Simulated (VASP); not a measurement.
# Pt (Fm-3m) in VASP: single point with PBEsol

Aim: the single point of Pt with PBEsol.

Program: VASP 6.6.1. These are calculated values, not measurements. Logs are shortened: lines on timing, memory, paths and dates and some standing lists are left out, and cuts for length are marked.

## (1) The cell of the first run

Symmetry: Fm-3m, No. 225, cubic system. The conventional cell has a = 3.916 Å, b = 3.916 Å, c = 3.916 Å, α = 90.00°, β = 90.00°, γ = 90.00°. Within 3.6 Å of Pt (site symmetry m-3m) lie 12 Pt at 2.77 Å.

## (2) Single point, PBEsol

The input, INCAR:

```
PREC     = Accurate       # precision mode
ENCUT    = 520            # plane-wave cutoff, eV
EDIFF    = 1E-6           # SCF threshold, eV
ISMEAR   = 0              # smearing method
SIGMA    = 0.15           # smearing width, eV
LREAL    = False          # projectors in reciprocal space
LASPH    = True           # aspherical terms in the spheres
NELM     = 80             # most SCF steps
ALGO     = Fast           # electronic algorithm
ISIF     = 2              # what is computed and relaxed
LWAVE    = False          # write WAVECAR
LCHARG   = True           # write CHGCAR
GGA      = PS             # functional
LELF     = True           # ELF
LVHAR    = True         
NBANDS   = 39             # bands
```

The input, KPOINTS:

```
regular mesh
0
Gamma
  19 19 4
```

The input, POSCAR:

```
Pt
1.0
    1.9579000000     -1.9579000000      0.0000000000
    1.9579000000      0.0000000000     -1.9579000000
    7.8316000000      7.8316000000      7.8316000000
Pt
6
Direct
    0.6666666667      0.6666666667      0.1666666667
    0.0000000000      0.0000000000      0.0000000000
    0.3333333333      0.3333333333      0.3333333333
    0.6666666667      0.6666666667      0.6666666667
    0.0000000000      0.0000000000      0.5000000000
    0.3333333333      0.3333333333      0.8333333333
```

Potentials or basis: VASP PAW PBE potentials, release 64 (Pt).

Command:

```sh
$ cat potpaw_PBE.64/Pt/POTCAR > POTCAR
$ mpirun -np 1 vasp_std > vasp.out
```

OUTCAR:

```text
PREC = Accurate
   ENCUT = 520
   EDIFF = 1E-6
   ISMEAR = 0
   LREAL = False
   LASPH = True
   NELM = 80
   ISIF = 2
   GGA = PS

 ion  position               nearest neighbor table
   1  0.667  0.667  0.167-   3 2.77   3 2.77   3 2.77   2 2.77   2 2.77   2 2.77
   2  0.000  0.000  0.000-   1 2.77   6 2.77   1 2.77   1 2.77   6 2.77   6 2.77
   3  0.333  0.333  0.333-   1 2.77   1 2.77   1 2.77   5 2.77   5 2.77   5 2.77
   4  0.667  0.667  0.667-   6 2.77   6 2.77   6 2.77   5 2.77   5 2.77   5 2.77
   5  0.000  0.000  0.500-   3 2.77   4 2.77   4 2.77   4 2.77   3 2.77   3 2.77
   6  0.333  0.333  0.833-   4 2.77   4 2.77   4 2.77   2 2.77   2 2.77   2 2.77

  LATTYP: Found a hexagonal cell.
 ALAT       =     2.7688887338
 C/A-ratio  =     4.8989794856

  Lattice vectors:

 A1 = (  -1.9579000000,   0.0000000000,   1.9579000000)
 A2 = (   1.9579000000,  -1.9579000000,   0.0000000000)
 A3 = (   7.8316000000,   7.8316000000,   7.8316000000)

Analysis of symmetry for initial positions (statically):
=====================================================================
 Subroutine PRICEL returns following result:

  LATTYP: Found a face centered cubic cell.
 ALAT       =     3.9158000006

  Lattice vectors:

 A1 = (  -1.9579000004,  -1.9579000002,  -0.0000000002)
 A2 = (  -0.0000000012,  -1.9579000006,   1.9578999994)
 A3 = (  -1.9579000000,   0.0000000000,   1.9579000000)

   6 primitive cells build up your supercell.

 Routine SETGRP: Setting up the symmetry group for a
 hexagonal supercell.

 Subroutine GETGRP returns: Found 12 space group operations
 (whereof 12 operations were pure point group operations)
 out of a pool of 24 trial point group operations.

The static configuration has the point symmetry D_3d.

Analysis of symmetry for dynamics (positions and initial velocities):
=====================================================================
 Subroutine PRICEL returns following result:

  LATTYP: Found a face centered cubic cell.
 ALAT       =     3.9158000006

  Lattice vectors:

 A1 = (  -1.9579000004,  -1.9579000002,  -0.0000000002)
 A2 = (  -0.0000000012,  -1.9579000006,   1.9578999994)
 A3 = (  -1.9579000000,   0.0000000000,   1.9579000000)

   6 primitive cells build up your supercell.

 Routine SETGRP: Setting up the symmetry group for a
 hexagonal supercell.

 Subroutine GETGRP returns: Found 12 space group operations
 (whereof 12 operations were pure point group operations)
 out of a pool of 24 trial point group operations.

The dynamic configuration has the point symmetry D_3d.

 Subroutine INISYM returns: Found 12 space group operations
 (whereof 12 operations are pure point group operations),
 and found     6 'primitive' translations

----------------------------------------------------------------------------------------

                                     Primitive cell

  volume of cell :      15.0107

  direct lattice vectors                    reciprocal lattice vectors
    -1.957900000 -1.957900000 -0.000000000    -0.255375658 -0.255375657 -0.255375658
    -0.000000001 -1.957900001  1.957899999     0.255375658 -0.255375658  0.255375658
    -1.957900000  0.000000000  1.957900000    -0.255375658  0.255375658  0.255375658

  length of vectors
     2.768888734  2.768888734  2.768888734     0.442323614  0.442323614  0.442323614

  position of ions in fractional coordinates (direct lattice)
     0.999999999  0.000000000  0.000000000

  ion indices of the primitive-cell ions
   primitive index   ion index
                 1           1

----------------------------------------------------------------------------------------

 KPOINTS: regular mesh

Automatic generation of k-mesh.
 Grid dimensions read from file:
 generate k-points for:   19   19    4

 Generating k-lattice:

  Cartesian coordinates                     Fractional coordinates (reciprocal lattice)
     0.008960549 -0.017921099  0.008960549     0.052631579  0.000000000  0.000000000
     0.008960549  0.008960549 -0.017921099     0.000000000  0.052631579  0.000000000
     0.010640652  0.010640652  0.010640652     0.000000000  0.000000000  0.250000000

  Length of vectors
     0.021948774  0.021948774  0.018430151

  Shift w.r.t. Gamma in fractional coordinates (k-lattice)
     0.000000000  0.000000000  0.000000000

 Subroutine IBZKPT returns following result:
 ===========================================

 Found    150 irreducible k-points:

 Following reciprocal coordinates:
            Coordinates               Weight
  0.000000  0.000000  0.000000      1.000000
  0.052632  0.000000  0.000000      6.000000
  0.105263  0.000000  0.000000      6.000000
  0.157895  0.000000  0.000000      6.000000
  0.210526  0.000000  0.000000      6.000000
  0.263158  0.000000  0.000000      6.000000
[... 16 lines left out ...]
  0.368421  0.105263  0.000000     12.000000
  0.421053  0.105263 -0.000000     12.000000
 [... further k-points ...]
   k-points           NKPTS =    150   k-points in BZ     NKDIM =    150   number of bands    NBANDS=     39
   number of dos      NEDOS =    301   number of ions     NIONS =      6
   total plane-waves  NPLWV =  62208
   dimension x,y,z NGX =    24 NGY =   24 NGZ =  108
   dimension x,y,z NGXF=    48 NGYF=   48 NGZF=  216
   ions per type =               6
   NGX,Y,Z   is equivalent  to a cutoff of  14.41, 14.41, 13.24 a.u.
   NGXF,Y,Z  is equivalent  to a cutoff of  28.82, 28.82, 26.47 a.u.
 SYSTEM =  unknown system
   PREC   = accura    normal or accurate (medium, high low for compatibility)
   ISTART =      0    job   : 0-new  1-cont  2-samecut
   ICHARG =      2    charge: 1-file 2-atom 10-const
   ISPIN  =      1    spin polarized calculation?
   LNONCOLLINEAR =      F non collinear calculations
   LSORBIT =      F    spin-orbit coupling
   LASPH  =      T    aspherical Exc in radial PAW
   ENCUT  =  520.0 eV  38.22 Ry    6.18 a.u.   5.15  5.15 25.22*2*pi/ulx,y,z
   NELM   =     80;   NELMIN=  2; NELMDL= -5     # of ELM steps
   EDIFF  = 0.1E-05   stopping-criterion for ELM
   LREAL  =      F    real-space projection
   EDIFFG = 0.1E-04   stopping-criterion for IOM
   NSW    =      0    number of steps for IOM
   IBRION =     -1    ionic relax: 0-MD 1-quasi-New 2-CG
   NFREE  =      0    steps in history (QN), initial steepest desc. (CG)
   ISIF   =      2    stress and relaxation
   ISYM   =      2    0-nonsym 1-usesym 2-fastsym
   POTIM  = 0.5000    time-step for ionic-motion
   TEBEG  =    0.0;   TEEND  =   0.0 temperature during run
   PSTRESS=    0.0 pullay stress
   NELECT =      60.0000    total number of electrons
   NUPDOWN=      -1.0000    fix difference up-down
   EMIN   =  10.00;   EMAX   =-10.00  energy-range for DOS
   EFERMI =   0.00;   METHOD = LEGACY
   ISMEAR =     0;   SIGMA  =   0.15  broadening in eV -4-tet -1-fermi 0-gaus
   EFERMI_NEDOS =   21; number of points for ismear=-14 and -15
   IALGO  =     68    algorithm
   IMIX   =      4    mixing-type and parameters
     AMIX     =   0.40;   BMIX     =  1.00
     AMIX_MAG =   1.60;   BMIX_MAG =  1.00
  volume/ion in A,a.u.               =      15.01       101.30
  Fermi-wavevector in a.u.,A,eV,Ry     =   1.429797  2.701924 27.814648  2.044319
  Thomas-Fermi vector in A             =   2.549712
   LORBIT       =      0    0 simple, 1 ext, 2 COOP (PROOUT), +10 PAW based schemes
   GGA     = PS    functional components
   LHFCALC =     F    Hartree Fock is set to
   AEXX    =    0.0000 exact exchange contribution
   IVDW    =     0    specifies the selected vdW correction
   LEPSILON=     F    determine dielectric tensor
   LRPA    =     F    only Hartree local field effects (RPA)
 non-spin polarized calculation
 RMM-DIIS sequential band-by-band and
 Gauss-broadening in eV      SIGMA  =   0.15
  energy-cutoff  :      520.00
  volume of cell :       90.06
 maximum number of plane-waves:      2445
 NGX is ok and might be reduce to    24
   NGX = 11   NGY = 11   NGZ = 51

 number of electron      60.0000007 magnetization

 Free energy of the ion-electron system (eV)
  ---------------------------------------------------
  ext. energy  EPLUGINS =         0.00000000
  ---------------------------------------------------
  free energy    TOTEN  =       -41.84931496 eV

  energy without entropy =      -41.72135080  energy(sigma->0) =      -41.78533288

 E-fermi :  11.1825     XC(G=0): -13.6558

 val. band max:       11.1819724026   @ k =   0.4211   0.1579   0.2500
 cond. band min:      11.1835755187   @ k =  -0.3684   0.3158  -0.0000
 fundamental gap:      0.0016031161
 Fermi energy:        11.1825224577

 k-point     1 :       0.0000    0.0000    0.0000
  band No.  band energies     occupation
      1       0.8376      2.00000
      2       1.8909      2.00000
      3       1.8909      2.00000
      4       3.5849      2.00000
      5       3.5849      2.00000
      6       3.7673      2.00000
[... 31 lines left out ...]
     38      21.4943      0.00000
     39      21.4943      0.00000

 k-point     2 :       0.0526    0.0000    0.0000
  band No.  band energies     occupation
      1       0.9376      2.00000
      2       1.9850      2.00000
      3       1.9855      2.00000
      4       3.6797      2.00000
      5       3.6832      2.00000
      6       3.8578      2.00000
[... 31 lines left out ...]
     38      21.5319      0.00000
     39      21.5373      0.00000

 k-point     3 :       0.1053    0.0000    0.0000
  band No.  band energies     occupation
      1       1.2314      2.00000
      2       2.2555      2.00000
      3       2.2610      2.00000
      4       3.9416      2.00000
      5       3.9733      2.00000
      6       4.1169      2.00000
[... 832 lines left out ...]
 k-point    23 :       0.3684    0.1053    0.0000
  band No.  band energies     occupation
      1       3.8583      2.00000
      2       3.9828      2.00000
      3       4.3664      2.00000
      4       4.7968      2.00000
      5       5.2160      2.00000
      6       5.3132      2.00000
[... 31 lines left out ...]
     38      20.2300      0.00000
     39      21.5547      0.00000

 k-point    24 :       0.4211    0.1053   -0.0000
  band No.  band energies     occupation
      1       4.0511      2.00000
      2       4.3240      2.00000
      3       4.5470      2.00000
      4       4.6519      2.00000
      5       4.9624      2.00000
      6       5.1208      2.00000
[... 31 lines left out ...]
     38      18.4461      0.00000
     39      19.7192      0.00000

 [... further k-points ...]

------------------------ aborting loop because EDIFF is reached ----------------------------------------

  FORCE on cell =-STRESS in cart. coord.  units (eV):
  Direction    XX          YY          ZZ          XY          YZ          ZX
  --------------------------------------------------------------------------------------
  -------------------------------------------------------------------------------------
  Total        0.0974234      0.0974234      0.0974234     -0.0293738     -0.0293738     -0.0293738
  in kB        1.7330893      1.7330893      1.7330893     -0.5225382     -0.5225382     -0.5225382
  external PRESSURE =       1.7330893 kB  Pullay stress =       0.0000000 kB

 VOLUME and BASIS-vectors are now :
 -----------------------------------------------------------------------------
  energy-cutoff  :      520.00
  volume of cell :       90.06
      direct lattice vectors                 reciprocal lattice vectors
     1.957900000 -1.957900000  0.000000000     0.170250438 -0.340500877  0.170250438
     1.957900000  0.000000000 -1.957900000     0.170250438  0.170250438 -0.340500877
     7.831600000  7.831600000  7.831600000     0.042562610  0.042562610  0.042562610

 POSITION                                       TOTAL-FORCE (eV/Angst)
 -----------------------------------------------------------------------------------
      3.91580      0.00000      0.00000         0.000000     -0.000000     -0.000000
      0.00000      0.00000      0.00000        -0.000000     -0.000000     -0.000000
      3.91580      1.95790      1.95790         0.000000     -0.000000     -0.000000
      7.83160      3.91580      3.91580        -0.000000      0.000000      0.000000
      3.91580      3.91580      3.91580        -0.000000      0.000000      0.000000
      7.83160      5.87370      5.87370         0.000000     -0.000000     -0.000000
 -----------------------------------------------------------------------------------
    total drift:                               -0.000000      0.000000      0.000000

  FREE ENERGIE OF THE ION-ELECTRON SYSTEM (eV)
  ---------------------------------------------------
  free  energy   TOTEN  =       -41.8493149632 eV

  energy  without entropy=      -41.7213507964  energy(sigma->0) =      -41.78533288
```

It took 12 min on 1 thread of Intel Xeon Platinum 8259CL at 2.50GHz (Skylake/Cascade Lake), shared host; peak memory 0.51 GiB.

Results:

- Free energy: -41.8493 eV
- Pressure: 0.2 GPa
- Band gap on the k mesh: zero (bands 30 and 31 overlap by 1.94 eV)

Caveat: the PAW data sets were made with another functional, which shifts forces and pressure a little; spin-orbit coupling is left out, which moves the levels of the heavy elements.
